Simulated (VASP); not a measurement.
# CeGa3B (I4mm) in VASP: a series of runs

Runs on CeGa3B. Level: PBE. Tasks: single point, relaxation of cell and atoms.

All numbers are computed with VASP 6.6.1; they aren't measurements. Logs are shortened: lines on timing, memory, paths and dates and some standing lists are left out, and cuts for length are marked.

### Step 1. The cell of the first run

The structure is tetragonal, space group I4mm (No. 107). The conventional cell has a = 4.046 Å, b = 4.046 Å, c = 10.202 Å, α = 90.00°, β = 90.00°, γ = 90.00°. Ce (site symmetry 4mm) has 13 Ga at 3.03 to 4.09 Å and 5 B at 3.10 to 3.89 Å and 4 Ce at 4.05 Å within 4.1 Å. B (site symmetry 4mm) has 5 Ga at 2.21 to 2.35 Å within 2.9 Å. Ga (site symmetry 2mm) has 2 B at 2.35 Å and 6 Ga at 2.64 to 2.86 Å and 2 Ce at 3.14 Å within 3.2 Å. Ga (site symmetry 4mm) has 1 B at 2.21 Å and 4 Ga at 2.64 Å within 2.9 Å.

### Step 2. Single point, PBE

INCAR

```
SYSTEM = CeGa3B
PREC = Accurate
ENCUT = 520
EDIFF = 1E-7
ISMEAR = 1
SIGMA = 0.2612
LREAL = .FALSE.
LASPH = .TRUE.
NELM = 60
ALGO = Normal
ISIF = 2
LWAVE = .FALSE.
LCHARG = .FALSE.
GGA = PE
NBANDS = 35
```

KPOINTS

```
Automatic mesh
0
G
  6 6 6
  0 0 0
```

POSCAR

```
CeGa3B
1.0
    0.0000000000      4.0457237514      0.0000000000
    4.0457237514      0.0000000000      0.0000000000
    2.0228618757      2.0228618757     -5.1007544589
Ce B Ga
1 1 3
Direct
    0.1341303959      0.1341303959      0.7317392082
    0.5158857325      0.5158857325      0.9682285349
    0.8988591612      0.3988591612      0.2022816775
    0.3988591612      0.8988591612      0.2022816775
    0.7328655491      0.7328655491      0.5342689018
```

Potentials or basis: VASP PAW PBE potentials, release 64 (Ce, B, Ga_d).

Command:

```console
cat potpaw_PBE.64/Ce/POTCAR potpaw_PBE.64/B/POTCAR potpaw_PBE.64/Ga_d/POTCAR > POTCAR
mpirun -np 1 vasp_std > vasp.out
```

OUTCAR:

```text
SYSTEM = CeGa3B
   PREC = Accurate
   ENCUT = 520
   EDIFF = 1E-7
   ISMEAR = 1
   LREAL = .FALSE.
   LASPH = .TRUE.
   NELM = 60
   ISIF = 2
   GGA = PE

 ion  position               nearest neighbor table
   1  0.134  0.134  0.732-   5 3.03   5 3.03   5 3.03   5 3.03
   2  0.516  0.516  0.968-   5 2.21   4 2.35   3 2.35   4 2.35   3 2.35
   3  0.899  0.399  0.202-   2 2.35   2 2.35   5 2.64   5 2.64   4 2.86   4 2.86   4 2.86   4 2.86

   4  0.399  0.899  0.202-   2 2.35   2 2.35   5 2.64   5 2.64   3 2.86   3 2.86   3 2.86   3 2.86

   5  0.733  0.733  0.534-   2 2.21   3 2.64   4 2.64   3 2.64   4 2.64   1 3.03   1 3.03   1 3.03
                             1 3.03

  LATTYP: Found a body centered tetragonal cell.
 ALAT       =     4.0457237514
 C/A-ratio  =     2.5215535080

  Lattice vectors:

 A1 = (  -2.0228618757,   2.0228618757,   5.1007544589)
 A2 = (   2.0228618757,  -2.0228618757,   5.1007544589)
 A3 = (   2.0228618757,   2.0228618757,  -5.1007544589)

Analysis of symmetry for initial positions (statically):
=====================================================================
 Subroutine PRICEL returns:
 Original cell was already a primitive cell.

 Routine SETGRP: Setting up the symmetry group for a
 body centered tetragonal supercell.

 Subroutine GETGRP returns: Found  8 space group operations
 (whereof  8 operations were pure point group operations)
 out of a pool of 16 trial point group operations.

The static configuration has the point symmetry C_4v.

Analysis of symmetry for dynamics (positions and initial velocities):
=====================================================================
 Subroutine PRICEL returns:
 Original cell was already a primitive cell.

 Routine SETGRP: Setting up the symmetry group for a
 body centered tetragonal supercell.

 Subroutine GETGRP returns: Found  8 space group operations
 (whereof  8 operations were pure point group operations)
 out of a pool of 16 trial point group operations.

The dynamic configuration has the point symmetry C_4v.

 Subroutine INISYM returns: Found  8 space group operations
 (whereof  8 operations are pure point group operations),
 and found     1 'primitive' translations

----------------------------------------------------------------------------------------

                                     Primitive cell

[... 89 lines left out ...]
   ICHARG =      2    charge: 1-file 2-atom 10-const
   ISPIN  =      1    spin polarized calculation?
   LNONCOLLINEAR =      F non collinear calculations
   LSORBIT =      F    spin-orbit coupling
   LASPH  =      T    aspherical Exc in radial PAW
   ENCUT  =  520.0 eV  38.22 Ry    6.18 a.u.   7.52  7.52 10.87*2*pi/ulx,y,z
   NELM   =     60;   NELMIN=  2; NELMDL= -5     # of ELM steps
   EDIFF  = 0.1E-06   stopping-criterion for ELM
   LREAL  =      F    real-space projection
   EDIFFG = 0.1E-05   stopping-criterion for IOM
   NSW    =      0    number of steps for IOM
   IBRION =     -1    ionic relax: 0-MD 1-quasi-New 2-CG
   NFREE  =      0    steps in history (QN), initial steepest desc. (CG)
   ISIF   =      2    stress and relaxation
   ISYM   =      2    0-nonsym 1-usesym 2-fastsym
   POTIM  = 0.5000    time-step for ionic-motion
   TEBEG  =    0.0;   TEEND  =   0.0 temperature during run
   PSTRESS=    0.0 pullay stress
   NELECT =      54.0000    total number of electrons
   NUPDOWN=      -1.0000    fix difference up-down
   EMIN   =  10.00;   EMAX   =-10.00  energy-range for DOS
   EFERMI =   0.00;   METHOD = LEGACY
   ISMEAR =     1;   SIGMA  =   0.26  broadening in eV -4-tet -1-fermi 0-gaus
   EFERMI_NEDOS =   21; number of points for ismear=-14 and -15
   IALGO  =     38    algorithm
   IMIX   =      4    mixing-type and parameters
     AMIX     =   0.40;   BMIX     =  1.00
     AMIX_MAG =   1.60;   BMIX_MAG =  1.00
  volume/ion in A,a.u.               =      16.70       112.68
  Fermi-wavevector in a.u.,A,eV,Ry     =   1.415784  2.675445 27.272137  2.004446
  Thomas-Fermi vector in A             =   2.537187
   LORBIT       =      0    0 simple, 1 ext, 2 COOP (PROOUT), +10 PAW based schemes
   GGA     = PE    functional components
   LHFCALC =     F    Hartree Fock is set to
   AEXX    =    0.0000 exact exchange contribution
   IVDW    =     0    specifies the selected vdW correction
   LEPSILON=     F    determine dielectric tensor
   LRPA    =     F    only Hartree local field effects (RPA)
 non-spin polarized calculation
 Methfessel and Paxton  Order N= 1 SIGMA  =   0.26
  energy-cutoff  :      520.00
  volume of cell :       83.49
 maximum number of plane-waves:      2274
   NGX = 15   NGY = 15   NGZ = 21

 number of electron      53.9999998 magnetization

 Free energy of the ion-electron system (eV)
  ---------------------------------------------------
  ext. energy  EPLUGINS =         0.00000000
  ---------------------------------------------------
  free energy    TOTEN  =       -22.17537157 eV

  energy without entropy =      -22.24541821  energy(sigma->0) =      -22.19872045

 E-fermi :   7.8289     XC(G=0): -11.5780

 val. band max:        7.8061930766   @ k =  -0.3333   0.0000   0.3333
 cond. band min:       7.8673774267   @ k =   0.0000   0.0000   0.3333
 fundamental gap:      0.0611843501
 Fermi energy:         7.8289467957

 k-point     1 :       0.0000    0.0000    0.0000
  band No.  band energies     occupation
      1     -26.8693      2.00000
      2      -9.9344      2.00000
      3      -9.6010      2.00000
      4      -9.6010      2.00000
      5      -7.6056      2.00000
      6      -7.5761      2.00000
[... 901 lines left out ...]
     34       8.5259     -0.00106
     35       9.1269     -0.00000

 [... further k-points ...]
[... 5 lines left out ...]
  --------------------------------------------------------------------------------------
  -------------------------------------------------------------------------------------
  Total        0.0215194      0.0215194      0.0202007      0.0000000     -0.0000000      0.0000000
  in kB        0.4129655      0.4129655      0.3876594      0.0000000     -0.0000000      0.0000000
  external PRESSURE =       0.4045301 kB  Pullay stress =       0.0000000 kB

 VOLUME and BASIS-vectors are now :
 -----------------------------------------------------------------------------
  energy-cutoff  :      520.00
  volume of cell :       83.49
      direct lattice vectors                 reciprocal lattice vectors
     0.000000000  4.045723751  0.000000000     0.000000000  0.247174563  0.098024715
     4.045723751  0.000000000  0.000000000     0.247174563  0.000000000  0.098024715
     2.022861876  2.022861876 -5.100754459     0.000000000  0.000000000 -0.196049429

 POSITION                                       TOTAL-FORCE (eV/Angst)
 -----------------------------------------------------------------------------------
      2.02286      2.02286     -3.73242        -0.000000     -0.000000     -0.000300
      4.04572      4.04572     -4.93870        -0.000000     -0.000000      0.001844
      2.02286      4.04572     -1.03179        -0.000000     -0.000000      0.004614
      4.04572      2.02286     -1.03179        -0.000000     -0.000000      0.004614
      4.04572      4.04572     -2.72517         0.000000      0.000000     -0.010773
 -----------------------------------------------------------------------------------
    total drift:                                0.000097      0.000097      0.000538

  FREE ENERGIE OF THE ION-ELECTRON SYSTEM (eV)
  ---------------------------------------------------
  free  energy   TOTEN  =       -22.1753715670 eV

  energy  without entropy=      -22.2454182071  energy(sigma->0) =      -22.19872045
```

OSZICAR:

```text
N       E                     dE             d eps       ncg     rms          rms(c)
DAV:   1     0.431730941419E+03    0.43173E+03   -0.24723E+04  2116   0.265E+03
DAV:   2     0.641874007087E+02   -0.36754E+03   -0.34490E+03  2231   0.493E+02
DAV:   3    -0.153996934514E+02   -0.79587E+02   -0.75858E+02  2291   0.184E+02
DAV:   4    -0.226648585737E+02   -0.72652E+01   -0.69244E+01  2752   0.524E+01
DAV:   5    -0.231491620510E+02   -0.48430E+00   -0.47928E+00  3669   0.103E+01    0.895E+00
DAV:   6    -0.246205283122E+02   -0.14714E+01   -0.31677E+01  2911   0.238E+01    0.168E+01
DAV:   7    -0.225373871009E+02    0.20831E+01   -0.16914E+01  3261   0.211E+01    0.619E+00
DAV:   8    -0.223475285960E+02    0.18986E+00   -0.70416E-01  2719   0.435E+00    0.397E+00
DAV:   9    -0.221751788040E+02    0.17235E+00   -0.49032E-01  3615   0.405E+00    0.558E-01
DAV:  10    -0.221754189658E+02   -0.24016E-03   -0.47779E-02  2914   0.102E+00    0.394E-01
DAV:  11    -0.221763450308E+02   -0.92606E-03   -0.72883E-03  3807   0.356E-01    0.457E-01
DAV:  12    -0.221754600490E+02    0.88498E-03   -0.60163E-03  3675   0.465E-01    0.988E-02
DAV:  13    -0.221755893281E+02   -0.12928E-03   -0.17943E-03  3241   0.206E-01    0.161E-01
DAV:  14    -0.221753701063E+02    0.21922E-03   -0.80174E-04  3014   0.122E-01    0.275E-02
DAV:  15    -0.221753745542E+02   -0.44480E-05   -0.33305E-05  2993   0.340E-02    0.236E-02
DAV:  16    -0.221753726835E+02    0.18707E-05   -0.55378E-06  3068   0.155E-02    0.149E-02
DAV:  17    -0.221753715303E+02    0.11532E-05   -0.34316E-06  3111   0.124E-02    0.457E-03
DAV:  18    -0.221753715670E+02   -0.36724E-07   -0.25481E-07  1968   0.693E-03
   1 F= -.22175372E+02 E0= -.22198720E+02  d E =0.700466E-01
```

stdout:

```text
POSCAR found type information on POSCAR CeB Ga
 POSCAR found :  3 types and       5 ions
 scaLAPACK will be used
 LDA part: xc-table for (Slater+PW92), standard interpolation
 POSCAR, INCAR and KPOINTS ok, starting setup
 FFT: planning ... GRIDC
 FFT: planning ... GRID_SOFT
 FFT: planning ... GRID
 WAVECAR not read
 entering main loop
```

Run time: 2.6 min. Hardware: 1 thread of Oxide Virtual Turin-like, shared host; peak memory 0.23 GiB.

What came out:

- Free energy: -22.1754 eV
- Pressure: 0.0 GPa
- Largest force: 0.011 eV/Å
- Band gap on the k mesh: zero (bands 27 and 28 overlap by 0.60 eV)

Forces on the atoms (eV/Å):
```
Ce   0.000  0.000  0.000
B    0.000  0.000  0.002
Ga   0.000  0.000  0.005
Ga   0.000  0.000  0.005
Ga   0.000  0.000 -0.011
```

Caveat: spin-orbit coupling is left out, which moves the levels of the heavy elements; semilocal functionals describe open f shells poorly, which spoils levels, moments and volumes. Spin polarisation is off, so any magnetic state and its effect on volume and gap are missing.

### Step 3. Relaxation of cell and atoms, PBE

This run uses another cell than the first one, of 17.59 Å³/atom.

INCAR

```
SYSTEM = CeGa3B
ALGO = Normal ; EDIFF = 1E-6
EDIFFG = -0.01 ; ENCUT = 600
GGA = PE ; IBRION = 2
ISIF = 3 ; ISMEAR = 1
LASPH = .TRUE. ; LCHARG = .FALSE.
LREAL = .FALSE. ; LWAVE = .FALSE.
NELM = 100 ; NSW = 80
PREC = Accurate ; SIGMA = 0.2612
```

KPOINTS

```
k-points
0
G
  6 6 6
  0 0 0
```

POSCAR

```
CeGa3B
1.0
    0.0000000000      4.1523600000      0.0000000000
    4.1523600000      0.0000000000      0.0000000000
    2.0761800000      2.0761800000     -5.1002670000
Ce B Ga
1 1 3
Direct
    0.1365000000      0.1365000000      0.7270000000
    0.5221000000      0.5221000000      0.9558000000
    0.8858000000      0.3858000000      0.2284000000
    0.3858000000      0.8858000000      0.2284000000
    0.7504000000      0.7504000000      0.4992000000
```

Potentials or basis: VASP PAW PBE potentials, release 64 (Ce, B, Ga_d).

Command:

```console
cat potpaw_PBE.64/Ce/POTCAR potpaw_PBE.64/B/POTCAR potpaw_PBE.64/Ga_d/POTCAR > POTCAR
mpirun -np 1 vasp_std > vasp.out
```

It took 33 min on 1 thread of Oxide Virtual Turin-like, shared host; peak memory 0.29 GiB.

Results (log left out):

- Free energy: -22.1781 eV
- Relaxed volume: 16.72 Å³/atom
- Relaxed cell: a = 4.042 Å, b = 4.042 Å, c = 5.860 Å, α = 69.82°, β = 69.82°, γ = 90.00°
- Space group after relaxing (to 0.1 Å): I4mm (No. 107)
- Energy gained by relaxing: 81.1 meV/atom
- Ionic steps: 15
- Pressure after relaxing: 0.0 GPa
- Largest force after relaxing: 0.008 eV/Å
- Band gap on the k mesh: zero (bands 27 and 28 overlap by 0.59 eV)

Forces in eV/Å, atoms in the order of the input:
```
Ce   0.000  0.000  0.006
B    0.000  0.000 -0.008
Ga   0.000  0.000  0.003
Ga   0.000  0.000  0.003
Ga   0.000  0.000 -0.003
```

Stress tensor (GPa, compression positive):
```
 0.08  0.00  0.00
 0.00  0.08  0.00
 0.00  0.00 -0.06
```

Step by step:
| step | energy change (eV) | largest force (eV/Å) | pressure (GPa) | volume (Å³) |
| --- | --- | --- | --- | --- |
| 1 | 0.0000 | 1.6906 | -2.88 | 87.94 |
| 2 | -0.3087 | 0.8608 | -0.16 | 83.97 |
| 3 | -0.3541 | 0.3311 | 2.52 | 81.63 |
| 4 | -0.3553 | 0.3111 | 2.13 | 81.94 |
| 5 | -0.3888 | 0.2185 | -0.62 | 84.27 |
| 6 | -0.3889 | 0.2224 | -0.65 | 84.35 |
| 7 | -0.3995 | 0.1739 | -0.25 | 83.91 |
| 8 | -0.4040 | 0.1182 | 0.21 | 83.46 |
| 9 | -0.4041 | 0.1078 | 0.28 | 83.38 |
| 10 | -0.4050 | 0.0244 | -0.22 | 83.77 |
| 11 | -0.4050 | 0.0378 | -0.04 | 83.72 |
| 12 | -0.4050 | 0.0305 | -0.19 | 83.74 |
| 13 | -0.4050 | 0.0349 | -0.11 | 83.73 |
| 14 | -0.4052 | 0.0087 | 0.05 | 83.60 |
| 15 | -0.4053 | 0.0084 | 0.03 | 83.59 |

Final structure:
```cif
data_structure
_symmetry_space_group_name_H-M 'P 1'
_symmetry_Int_Tables_number 1
_cell_length_a 4.0422
_cell_length_b 4.0422
_cell_length_c 5.8601
_cell_angle_alpha 69.825
_cell_angle_beta 69.825
_cell_angle_gamma 90.000
_cell_volume 83.59
loop_
_atom_site_label
_atom_site_type_symbol
_atom_site_fract_x
_atom_site_fract_y
_atom_site_fract_z
_atom_site_occupancy
Ce1 Ce 0.13366 0.13366 0.73269 1
B1 B 0.51644 0.51644 0.96713 1
Ga1 Ga 0.89881 0.39881 0.20238 1
Ga2 Ga 0.39881 0.89881 0.20238 1
Ga3 Ga 0.73289 0.73289 0.53423 1
```

Levels at points of the mesh, in eV from the Fermi level:
```
           k point  band 25  band 26  band 27  band 28  band 29  band 30
(0.00, 0.00, 0.00)    -2.16    -1.30    -0.42    -0.42     0.32     0.35
(0.50, 0.00, 0.00)    -1.43    -0.91    -0.65     0.16     0.27     0.30
(0.50, 0.50, 0.00)    -3.10    -2.38    -0.03     0.18     0.24     0.40
(0.00, 0.00, 0.50)    -1.64    -0.24    -0.05    -0.02     0.20     0.20
```

Caveat: the highest band is partly filled, so the run has too few bands; spin-orbit coupling is left out, which moves the levels of the heavy elements; semilocal functionals describe open f shells poorly, which spoils levels, moments and volumes. Spin polarisation is off, so any magnetic state and its effect on volume and gap are missing.

The gap in the log of VASP goes by the Fermi energy; the results here count the filled bands.